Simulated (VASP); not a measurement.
# BaF2 in VASP: notebook, part 2 of 3

VASP 6.6.1.

## Step 3: Electric field gradients, LDA (volume scaled by 1.02)

Input file INCAR:

```
  ALGO = Normal
  EDIFF = 1E-8
  ENCUT = 520
  GGA = CA
  GGA_COMPAT = False
  ISIF = 2
  ISMEAR = -1
  LASPH = True
  LCHARG = False
  LEFG = True
  LREAL = False
  LWAVE = False
  NBANDS = 19
  NELM = 120
  PREC = Accurate
  SIGMA = 0.01
```

Input file KPOINTS:

```
k-points
0
Gamma
  8 8 8
```

Input file POSCAR:

```
BaF2
1.0
    0.0000000000      3.1205807308      3.1205807308
    3.1205807308      0.0000000000      3.1205807308
    3.1205807308      3.1205807308      0.0000000000
Ba F
1 2
Direct
    0.0000000000      0.0000000000      0.0000000000
    0.2500000000      0.2500000000      0.2500000000
    0.7500000000      0.7500000000      0.7500000000
```

Potentials or basis: VASP PAW LDA potentials, release 64 (Ba_sv, F).

Command:

```sh
> cat potpaw_LDA.64/Ba_sv/POTCAR potpaw_LDA.64/F/POTCAR > POTCAR
> mpirun -np 1 vasp_std > vasp.out
```

OUTCAR:

```text
EDIFF = 1E-8
   ENCUT = 520
   GGA = CA
   ISIF = 2
   ISMEAR = -1
   LASPH = True
   LREAL = False
   NELM = 120
   PREC = Accurate

 ion  position               nearest neighbor table
   1  0.000  0.000  0.000-   3 2.70   3 2.70   3 2.70   2 2.70   2 2.70   2 2.70   3 2.70   2 2.70

   2  0.250  0.250  0.250-   1 2.70   1 2.70   1 2.70   1 2.70
   3  0.750  0.750  0.750-   1 2.70   1 2.70   1 2.70   1 2.70

  LATTYP: Found a face centered cubic cell.
 ALAT       =     6.2411614616

  Lattice vectors:

 A1 = (   0.0000000000,   3.1205807308,   3.1205807308)
[... 748 lines left out ...]

 Electric field gradients (V/A^2)
---------------------------------------------------------------------
 ion       V_xx      V_yy      V_zz      V_xy      V_xz      V_yz
---------------------------------------------------------------------
   1      -0.000     0.000    -0.000     0.000     0.000     0.000
   2      -0.000    -0.000    -0.000    -0.005    -0.005    -0.005
   3      -0.000    -0.000    -0.000    -0.005    -0.005    -0.005
---------------------------------------------------------------------

 Electric field gradients after diagonalization (V/A^2)
 (convention: |V_zz| > |V_xx| > |V_yy|)
----------------------------------------------------------------------
 ion       V_xx      V_yy      V_zz     asymmetry (V_yy - V_xx)/ V_zz
----------------------------------------------------------------------
   1      -0.000    -0.000     0.000       0.000
   2       0.005     0.005    -0.009       0.000
   3       0.005     0.005    -0.009       0.000
----------------------------------------------------------------------

           NMR quadrupolar parameters

 Cq : quadrupolar parameter    Cq=e*Q*V_zz/h
 eta: asymmetry parameters     (V_yy - V_xx)/ V_zz
 Q  : nuclear electric quadrupole moment in mb (millibarn)
----------------------------------------------------------------------
 ion       Cq(MHz)       eta       Q (mb)
----------------------------------------------------------------------
   1       0.000       0.000       1.000
   2      -0.000       0.000       1.000
   3      -0.000       0.000       1.000
----------------------------------------------------------------------
```

OSZICAR:

```text
N       E                     dE             d eps       ncg     rms          rms(c)
DAV:   1     0.144378978243E+03    0.14438E+03   -0.12875E+04  1110   0.118E+03
DAV:   2    -0.128711658179E+02   -0.15725E+03   -0.15177E+03  1362   0.257E+02
DAV:   3    -0.201772891872E+02   -0.73061E+01   -0.72758E+01  1367   0.569E+01
DAV:   4    -0.203101177791E+02   -0.13283E+00   -0.13271E+00  1375   0.698E+00
DAV:   5    -0.203133132696E+02   -0.31955E-02   -0.31954E-02  1286   0.888E-01    0.817E+00
DAV:   6    -0.186617653071E+02    0.16515E+01   -0.71702E+00  1153   0.197E+01    0.425E+00
DAV:   7    -0.185997034011E+02    0.62062E-01   -0.24956E-01  1208   0.376E+00    0.211E+00
DAV:   8    -0.185657121234E+02    0.33991E-01   -0.50801E-02  1295   0.218E+00    0.257E-01
DAV:   9    -0.185671934046E+02   -0.14813E-02   -0.52993E-03  1375   0.440E-01    0.125E-01
DAV:  10    -0.185681587298E+02   -0.96533E-03   -0.98665E-04  1153   0.220E-01    0.326E-02
DAV:  11    -0.185681430228E+02    0.15707E-04   -0.58489E-05  1260   0.599E-02    0.167E-02
DAV:  12    -0.185681485423E+02   -0.55196E-05   -0.88827E-06  1168   0.203E-02    0.260E-03
DAV:  13    -0.185681483840E+02    0.15831E-06   -0.82909E-07  1332   0.540E-03    0.224E-03
DAV:  14    -0.185681483427E+02    0.41356E-07   -0.14964E-07  1232   0.286E-03    0.249E-04
DAV:  15    -0.185681483422E+02    0.42701E-09   -0.11946E-08   997   0.825E-04
   1 F= -.18568148E+02 E0= -.18568148E+02  d E =-.205776E-15
```

stdout:

```text
POSCAR found type information on POSCAR BaF
 POSCAR found :  2 types and       3 ions
 scaLAPACK will be used
 LDA part: xc-table for (Slater(with rela. corr.)+CA(PZ))
 , standard interpolation
 POSCAR, INCAR and KPOINTS ok, starting setup
 FFT: planning ... GRIDC
 FFT: planning ... GRID_SOFT
 FFT: planning ... GRID
 WAVECAR not read
 entering main loop
ion   1

ion   2

ion   3
```

Wall time 21 s (1 thread of Intel Xeon Platinum 8488C (Sapphire Rapids), shared host); peak memory 0.18 GiB.

What came out:

| Item | Value |
| --- | --- |
| Free energy | -18.5681 eV |
| Pressure | -4.4 GPa |
| Band gap on the k mesh | 6.31 eV, indirect (least direct gap 6.38 eV) |

Caveat: without QUAD_EFG the Cq values of the log hold for a quadrupole moment of 1 mb, not for the nuclei; spin-orbit coupling is left out, which moves the levels of the heavy elements.

## Step 4: Electric field gradients, LDA (volume scaled by 1.06)

Input file INCAR:

```
  PREC = Accurate
  ENCUT = 520
  EDIFF = 1E-8
  ISMEAR = -1
  SIGMA = 0.01
  LREAL = F
  LASPH = T
  NELM = 120
  ALGO = Normal
  ISIF = 2
  LWAVE = F
  LCHARG = F
  LEFG = T
  NBANDS = 19
  GGA_COMPAT = F
```

Input file KPOINTS:

```
Automatic mesh
0
Gamma
  8 8 8
```

Input file POSCAR:

```
BaF2
1.0
    0.0000000000      3.1608507302      3.1608507302
    3.1608507302      0.0000000000      3.1608507302
    3.1608507302      3.1608507302      0.0000000000
Ba F
1 2
Direct
    0.0000000000      0.0000000000      0.0000000000
    0.2500000000      0.2500000000      0.2500000000
    0.7500000000      0.7500000000      0.7500000000
```

Potentials or basis: VASP PAW LDA potentials, release 64 (Ba_sv, F).

Command:

```sh
> cat potpaw_LDA.64/Ba_sv/POTCAR potpaw_LDA.64/F/POTCAR > POTCAR
> mpirun -np 1 vasp_std > vasp.out
```

OUTCAR:

```text
PREC = Accurate
   ENCUT = 520
   EDIFF = 1E-8
   ISMEAR = -1
   LREAL = F
   LASPH = T
   NELM = 120
   ISIF = 2

 ion  position               nearest neighbor table
   1  0.000  0.000  0.000-   3 2.74   3 2.74   3 2.74   2 2.74   3 2.74   2 2.74   2 2.74   2 2.74

   2  0.250  0.250  0.250-   1 2.74   1 2.74   1 2.74   1 2.74
   3  0.750  0.750  0.750-   1 2.74   1 2.74   1 2.74   1 2.74

  LATTYP: Found a face centered cubic cell.
 ALAT       =     6.3217014604

  Lattice vectors:

 A1 = (   0.0000000000,   3.1608507302,   3.1608507302)
[... 747 lines left out ...]
  energy  without entropy=      -18.4925060389  energy(sigma->0) =      -18.49250604

 Electric field gradients (V/A^2)
---------------------------------------------------------------------
 ion       V_xx      V_yy      V_zz      V_xy      V_xz      V_yz
---------------------------------------------------------------------
   1      -0.000    -0.000    -0.000     0.000     0.000     0.000
   2      -0.000    -0.000     0.000    -0.005    -0.005    -0.005
   3      -0.000    -0.000     0.000    -0.005    -0.005    -0.005
---------------------------------------------------------------------

 Electric field gradients after diagonalization (V/A^2)
 (convention: |V_zz| > |V_xx| > |V_yy|)
----------------------------------------------------------------------
 ion       V_xx      V_yy      V_zz     asymmetry (V_yy - V_xx)/ V_zz
----------------------------------------------------------------------
   1      -0.000    -0.000     0.000       0.000
   2       0.005     0.005    -0.011       0.000
   3       0.005     0.005    -0.011       0.000
----------------------------------------------------------------------

           NMR quadrupolar parameters

 Cq : quadrupolar parameter    Cq=e*Q*V_zz/h
 eta: asymmetry parameters     (V_yy - V_xx)/ V_zz
 Q  : nuclear electric quadrupole moment in mb (millibarn)
----------------------------------------------------------------------
 ion       Cq(MHz)       eta       Q (mb)
----------------------------------------------------------------------
   1       0.000       0.000       1.000
   2      -0.000       0.000       1.000
   3      -0.000       0.000       1.000
----------------------------------------------------------------------
```

Wall time 18 s (1 thread of Intel Xeon Platinum 8488C (Sapphire Rapids), shared host); peak memory 0.18 GiB.

What came out:

- Free energy: -18.4925 eV
- Pressure: -6.1 GPa
- Band gap on the k mesh: 6.15 eV, indirect (least direct gap 6.21 eV)

Levels at points of the mesh, in eV from the valence-band top:
```
           k point  band 8  band 9  band 10  band 11  band 12  band 13  band 14  band 15  band 16  band 17
(0.00, 0.00, 0.00)   -1.38   -1.38    -0.06    -0.06    -0.06     6.15     8.86     8.86    10.86    10.86
(0.50, 0.00, 0.00)   -0.99   -0.63    -0.35    -0.17    -0.17     8.60     8.82     8.82     9.16    11.10
(0.50, 0.50, 0.00)   -0.36   -0.36    -0.30    -0.30    -0.08     6.90     8.59    10.30    11.48    11.48
```

Caveat: without QUAD_EFG the Cq values of the log hold for a quadrupole moment of 1 mb, not for the nuclei; spin-orbit coupling is left out, which moves the levels of the heavy elements. A k mesh can miss the band edges.

[end of part 2 of 3]
